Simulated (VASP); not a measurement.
Here is a VASP 6.6.1 calculation.

The input POSCAR:

```
LiH
1.0
    2.5016587112      0.0000000000      0.0000000000
    0.0000000000      2.5016587112      0.0000000000
    0.0000000000      0.0000000000      2.5016587112
Li H
1 1
Direct
    0.0000000000      0.0000000000      0.0000000000
    0.5000000000      0.5000000000      0.5000000000
```

File INCAR.step1:

```
SYSTEM = LiH
PREC = Accurate
ENCUT = 520
ISMEAR = 0
SIGMA = 0.01
LREAL = .FALSE.
LASPH = .TRUE.
NELM = 60
NBANDS = 9
GGA = PE
ALGO = Normal
EDIFF = 1E-4
LWAVE = .TRUE.
LCHARG = .FALSE.
```

Contents of INCAR.step2:

```
SYSTEM = LiH
PREC = Accurate
ENCUT = 520
EDIFF = 1E-6
ISMEAR = 0
SIGMA = 0.01
LREAL = .FALSE.
LASPH = .TRUE.
NELM = 60
ALGO = Normal
ISIF = 2
LWAVE = .FALSE.
LCHARG = .FALSE.
METAGGA = R2SCAN
LMIXTAU = .TRUE.
NBANDS = 9
ISTART = 1
```

File KPOINTS:

```
Automatic mesh
0
G
  8 8 8
  0 0 0
```

Potentials or basis: VASP PAW PBE potentials, release 64 (Li_sv, H).

Launch:

```bash
$ cat potpaw_PBE.64/Li_sv/POTCAR potpaw_PBE.64/H/POTCAR > POTCAR
$ cp INCAR.step1 INCAR
$ mpirun -np 1 vasp_std > vasp.out
$ cp INCAR.step2 INCAR
$ mpirun -np 1 vasp_std > vasp.out
```

Estimate the band gap on the k mesh.

1.30 eV, indirect (least direct gap 4.89 eV).

 A k mesh can miss the band edges.
